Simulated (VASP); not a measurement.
# SnO (Ama2) in VASP: single point with r2SCAN

Aim: the single point of SnO with r2SCAN.

Everything below comes from runs of VASP 6.6.1. Logs are shortened: lines on timing, memory, paths and dates and some standing lists are left out, and cuts for length are marked.

## 1. The cell of the first run

It takes space group Ama2 (No. 40, orthorhombic). Conventional cell: a = 3.355 Å, b = 22.696 Å, c = 4.222 Å, α = 90.00°, β = 90.00°, γ = 90.00°. Within 2.8 Å of Sn (site symmetry m) lie 3 O at 2.15 to 2.16 Å. Sn (site symmetry m) has 3 O at 2.15 to 2.16 Å within 2.8 Å. Within 2.8 Å of O (site symmetry m) lie 3 Sn at 2.15 to 2.16 Å. O (site symmetry m) has 3 Sn at 2.15 to 2.16 Å within 2.8 Å.

## 2. Single point, r2SCAN (the part above a cut slid along it)

File POSCAR:

```
SnO
1.0
    0.0000000000      0.0000000000     -4.2219700000
   -3.3550050000      0.0000000000      0.0000000000
    0.0000000000     11.3482080000     -2.1109850000
Sn O
4 4
Direct
    0.0538787500      0.0000000000      0.8659545000
    0.3038787500      0.0000000000      0.3659545000
    0.9198332500      0.5000000000      0.1340455000
    0.6698332500      0.5000000000      0.6340455000
    0.1653305000      0.0000000000      0.1956250000
   -0.0846695000      0.0000000000      0.6956250000
    0.3609555000      0.5000000000      0.8043750000
    0.6109555000      0.5000000000      0.3043750000
```

File INCAR.step1:

```
  PREC = Accurate
  ENCUT = 520
  ISMEAR = 0
  SIGMA = 0.05
  LREAL = F
  LASPH = T
  NELM = 100
  NBANDS = 50
  ISYM = 0
  GGA = PE
  ALGO = Normal
  EDIFF = 1E-4
  LWAVE = T
  LCHARG = F
```

File INCAR.step2:

```
  PREC = Accurate
  ENCUT = 520
  EDIFF = 1E-7
  ISMEAR = 0
  SIGMA = 0.05
  LREAL = F
  LASPH = T
  NELM = 100
  ALGO = Normal
  ISIF = 2
  LWAVE = F
  LCHARG = F
  METAGGA = R2SCAN
  LMIXTAU = T
  NBANDS = 50
  ISYM = 0
  ISTART = 1
```

File KPOINTS:

```
regular mesh
0
Gamma
  6 8 3
```

Potentials or basis: VASP PAW PBE potentials, release 64 (Sn_d, O).

Launch:

```console
$ cat potpaw_PBE.64/Sn_d/POTCAR potpaw_PBE.64/O/POTCAR > POTCAR
$ cp INCAR.step1 INCAR
$ mpirun -np 1 vasp_std > vasp.out
$ cp INCAR.step2 INCAR
$ mpirun -np 1 vasp_std > vasp.out
```

OUTCAR:

```text
PREC = Accurate
   ENCUT = 520
   EDIFF = 1E-7
   ISMEAR = 0
   LREAL = F
   LASPH = T
   NELM = 100
   ISIF = 2
   METAGGA = R2SCAN
   ISYM = 0
   ISTART = 1

 ion  position               nearest neighbor table
   1  0.054  0.000  0.866-   6 2.15   7 2.16   7 2.16   3 3.47   3 3.47
   2  0.304  0.000  0.366-   5 2.15   8 2.16   8 2.16
   3  0.920  0.500  0.134-   8 2.15   5 2.16   5 2.16   1 3.47   1 3.47
   4  0.670  0.500  0.634-   7 2.15   6 2.16   6 2.16
   5  0.165  0.000  0.196-   2 2.15   3 2.16   3 2.16
   6  0.915  0.000  0.696-   1 2.15   4 2.16   4 2.16
   7  0.361  0.500  0.804-   4 2.15   1 2.16   1 2.16
   8  0.611  0.500  0.304-   3 2.15   2 2.16   2 2.16

IMPORTANT INFORMATION: All symmetrisations will be switched off!
NOSYMM: (Re-)initialisation of all symmetry stuff for point group C_1.

----------------------------------------------------------------------------------------

                                     Primitive cell

  volume of cell :     160.7443

  direct lattice vectors                    reciprocal lattice vectors
     0.000000000  0.000000000 -4.221970000     0.000000000 -0.044059820 -0.236856254
    -3.355005000  0.000000000  0.000000000    -0.298062149  0.000000000  0.000000000
     0.000000000 11.348208000 -2.110985000     0.000000000  0.088119640  0.000000000

  length of vectors
     4.221970000  3.355005000 11.542880164     0.240919391  0.298062149  0.088119640

  position of ions in fractional coordinates (direct lattice)
     0.053878750  0.000000000  0.865954500
     0.303878750  0.000000000  0.365954500
     0.919833250  0.500000000  0.134045500
     0.669833250  0.500000000  0.634045500
     0.165330500  0.000000000  0.195625000
     0.915330500  0.000000000  0.695625000
     0.360955500  0.500000000  0.804375000
     0.610955500  0.500000000  0.304375000

  ion indices of the primitive-cell ions
   primitive index   ion index
                 1           1
                 2           2
                 3           3
                 4           4
                 5           5
[... 87 lines left out ...]
 SYSTEM =  unknown system
   PREC   = accura    normal or accurate (medium, high low for compatibility)
   ISTART =      1    job   : 0-new  1-cont  2-samecut
   ICHARG =      0    charge: 1-file 2-atom 10-const
   ISPIN  =      1    spin polarized calculation?
   LNONCOLLINEAR =      F non collinear calculations
   LSORBIT =      F    spin-orbit coupling
   LASPH  =      T    aspherical Exc in radial PAW
   ENCUT  =  520.0 eV  38.22 Ry    6.18 a.u.   7.85  6.24 21.46*2*pi/ulx,y,z
   NELM   =    100;   NELMIN=  2; NELMDL=  0     # of ELM steps
   EDIFF  = 0.1E-06   stopping-criterion for ELM
   LREAL  =      F    real-space projection
   EDIFFG = 0.1E-05   stopping-criterion for IOM
   NSW    =      0    number of steps for IOM
   IBRION =     -1    ionic relax: 0-MD 1-quasi-New 2-CG
   NFREE  =      0    steps in history (QN), initial steepest desc. (CG)
   ISIF   =      2    stress and relaxation
   ISYM   =      0    0-nonsym 1-usesym 2-fastsym
   POTIM  = 0.5000    time-step for ionic-motion
   TEBEG  =    0.0;   TEEND  =   0.0 temperature during run
   PSTRESS=    0.0 pullay stress
   NELECT =      80.0000    total number of electrons
   NUPDOWN=      -1.0000    fix difference up-down
   EMIN   =  10.00;   EMAX   =-10.00  energy-range for DOS
   EFERMI =   0.00;   METHOD = LEGACY
   ISMEAR =     0;   SIGMA  =   0.05  broadening in eV -4-tet -1-fermi 0-gaus
   EFERMI_NEDOS =   21; number of points for ismear=-14 and -15
   IALGO  =     38    algorithm
   IMIX   =      4    mixing-type and parameters
     AMIX     =   0.40;   BMIX     =  1.00
     AMIX_MAG =   1.60;   BMIX_MAG =  1.00
  volume/ion in A,a.u.               =      20.09       135.59
  Fermi-wavevector in a.u.,A,eV,Ry     =   1.297357  2.451650 22.900458  1.683136
  Thomas-Fermi vector in A             =   2.428755
   LORBIT       =      0    0 simple, 1 ext, 2 COOP (PROOUT), +10 PAW based schemes
   METAGGA = R2SCAN    functional components
   LHFCALC =     F    Hartree Fock is set to
   AEXX    =    0.0000 exact exchange contribution
   IVDW    =     0    specifies the selected vdW correction
   LEPSILON=     F    determine dielectric tensor
   LRPA    =     F    only Hartree local field effects (RPA)
 non-spin polarized calculation
 Gauss-broadening in eV      SIGMA  =   0.05
  energy-cutoff  :      520.00
  volume of cell :      160.74
 maximum number of plane-waves:      4351
   NGX = 15   NGY = 13   NGZ = 43

 number of electron      80.0000028 magnetization

 Free energy of the ion-electron system (eV)
  ---------------------------------------------------
  ext. energy  EPLUGINS =         0.00000000
  ---------------------------------------------------
  free energy    TOTEN  =      -132.81090462 eV

  energy without entropy =     -132.81090462  energy(sigma->0) =     -132.81090462

 E-fermi :   5.1651     XC(G=0): -10.1044

 val. band max:        4.9368622096   @ k =   0.0000   0.0000   0.0000
 cond. band min:       6.0564555569   @ k =   0.5000   0.0000   0.3333
 fundamental gap:      1.1195933473
 Fermi energy:         5.1650910786

 k-point     1 :       0.0000    0.0000    0.0000
  band No.  band energies     occupation
      1     -17.2756      2.00000
      2     -17.2685      2.00000
      3     -16.8603      2.00000
      4     -16.8507      2.00000
      5     -16.7496      2.00000
      6     -16.7378      2.00000
[... 1261 lines left out ...]
     49      11.8720      0.00000
     50      11.9034      0.00000

 [... further k-points ...]
[... 5 lines left out ...]
  --------------------------------------------------------------------------------------
  -------------------------------------------------------------------------------------
  Total       -2.0157618     -0.1061231     -2.0406470     -0.0000001     -0.0007497     -0.0000034
  in kB      -20.0915841     -1.0577543    -20.3396212     -0.0000005     -0.0074728     -0.0000341
  external PRESSURE =     -13.8296532 kB  Pullay stress =       0.0000000 kB

 VOLUME and BASIS-vectors are now :
 -----------------------------------------------------------------------------
  energy-cutoff  :      520.00
  volume of cell :      160.74
      direct lattice vectors                 reciprocal lattice vectors
     0.000000000  0.000000000 -4.221970000     0.000000000 -0.044059820 -0.236856254
    -3.355005000  0.000000000  0.000000000    -0.298062149  0.000000000  0.000000000
     0.000000000 11.348208000 -2.110985000     0.000000000  0.088119640  0.000000000

 POSITION                                       TOTAL-FORCE (eV/Angst)
 -----------------------------------------------------------------------------------
      0.00000      9.82703     -2.05549        -0.000001     -1.052043     -0.056018
      0.00000      4.15293     -2.05549        -0.000001     -0.453491     -0.169136
     -1.67750      1.52118     -4.16648        -0.000001      1.052009     -0.056919
     -1.67750      7.19528     -4.16648        -0.000001      0.453443     -0.170375
      0.00000      2.21999     -1.11098         0.000001      0.032919      0.048474
      0.00000      7.89410     -5.33295         0.000001      0.090445      0.177404
     -1.67750      9.12821     -3.22197         0.000001     -0.032907      0.048820
     -1.67750      3.45411     -3.22197         0.000001     -0.090375      0.177750
 -----------------------------------------------------------------------------------
    total drift:                               -0.000000      0.000650      0.002911

  FREE ENERGIE OF THE ION-ELECTRON SYSTEM (eV)
  ---------------------------------------------------
  free  energy   TOTEN  =      -132.8109046242 eV

  energy  without entropy=     -132.8109046242  energy(sigma->0) =     -132.81090462
```

OUTCAR.step1:

```text
PREC = Accurate
   ENCUT = 520
   ISMEAR = 0
   LREAL = F
[... 1501 lines left out ...]
      0.00000      2.21999     -1.11098        -0.000005     -0.085872     -0.100592
      0.00000      7.89410     -5.33295        -0.000006     -0.026187      0.019302
     -1.67750      9.12821     -3.22197         0.000001      0.085903     -0.100428
     -1.67750      3.45411     -3.22197        -0.000004      0.026192      0.019657
 -----------------------------------------------------------------------------------
    total drift:                               -0.000033      0.000527     -0.007897

  FREE ENERGIE OF THE ION-ELECTRON SYSTEM (eV)
  ---------------------------------------------------
  free  energy   TOTEN  =       -44.6423947426 eV

  energy  without entropy=      -44.6423947426  energy(sigma->0) =      -44.64239474
```

OSZICAR.step1:

```text
N       E                     dE             d eps       ncg     rms          rms(c)
DAV:   1     0.105138497443E+04    0.10514E+04   -0.38137E+04  8062   0.235E+03
DAV:   2     0.162277411897E+03   -0.88911E+03   -0.85096E+03  7592   0.678E+02
DAV:   3    -0.352137979598E+02   -0.19749E+03   -0.18856E+03  8514   0.246E+02
DAV:   4    -0.520086262872E+02   -0.16795E+02   -0.16525E+02  8620   0.756E+01
DAV:   5    -0.526429535129E+02   -0.63433E+00   -0.63277E+00  8644   0.151E+01    0.168E+01
DAV:   6    -0.446564450332E+02    0.79865E+01   -0.34190E+01 11824   0.529E+01    0.722E+00
DAV:   7    -0.447067259348E+02   -0.50281E-01   -0.51846E+00  8138   0.104E+01    0.399E+00
DAV:   8    -0.446736182679E+02    0.33108E-01   -0.10300E+00 11148   0.554E+00    0.138E+00
DAV:   9    -0.446389928194E+02    0.34625E-01   -0.17607E-01 11196   0.367E+00    0.395E-01
DAV:  10    -0.446445004100E+02   -0.55076E-02   -0.32181E-02 10076   0.153E+00    0.358E-01
DAV:  11    -0.446421937950E+02    0.23066E-02   -0.75145E-03  9896   0.806E-01    0.726E-02
DAV:  12    -0.446424541297E+02   -0.26033E-03   -0.31245E-03  8718   0.257E-01    0.807E-02
DAV:  13    -0.446423947426E+02    0.59387E-04   -0.27769E-04  6438   0.167E-01
   1 F= -.44642395E+02 E0= -.44642395E+02  d E =-.261276E-18
```

Run time: 37 min. Hardware: 1 thread of Oxide Virtual Turin-like, shared host; peak memory 0.55 GiB.

What came out:

```
Free energy            : -132.8109 eV
Pressure               : -1.4 GPa
Largest force          : 1.054 eV/Å
Band gap on the k mesh : 1.12 eV (least direct gap 1.63 eV)
```

Forces on the atoms (eV/Å):
```
Sn   0.000 -1.052 -0.056
Sn   0.000 -0.453 -0.169
Sn   0.000  1.052 -0.057
Sn   0.000  0.453 -0.170
O    0.000  0.033  0.048
O    0.000  0.090  0.177
O    0.000 -0.033  0.049
O    0.000 -0.090  0.178
```

Levels at points of the mesh, in eV from the valence-band top:
```csv
k point,band 36,band 37,band 38,band 39,band 40,band 41,band 42,band 43,band 44,band 45
"(0.00, 0.00, 0.00)",-3.07,-2.48,-1.98,-1.94,0.00,2.61,3.11,3.19,4.98,5.20
"(0.50, 0.00, 0.00)",-3.22,-2.79,-1.94,-1.93,-0.51,1.12,2.27,2.48,3.18,4.77
"(0.00, 0.50, 0.00)",-3.04,-1.72,-1.72,-1.27,-1.27,1.99,1.99,2.73,2.73,5.70
"(0.50, 0.50, 0.00)",-3.53,-1.49,-1.37,-1.06,-0.87,2.05,2.19,2.86,3.25,3.68
```

Caveat: the cell differs from its parent crystal (the part above a cut slid along it); the PAW data sets were made with another functional, which shifts forces and pressure a little; spin-orbit coupling is left out, which moves the levels of the heavy elements. A k mesh can miss the band edges.
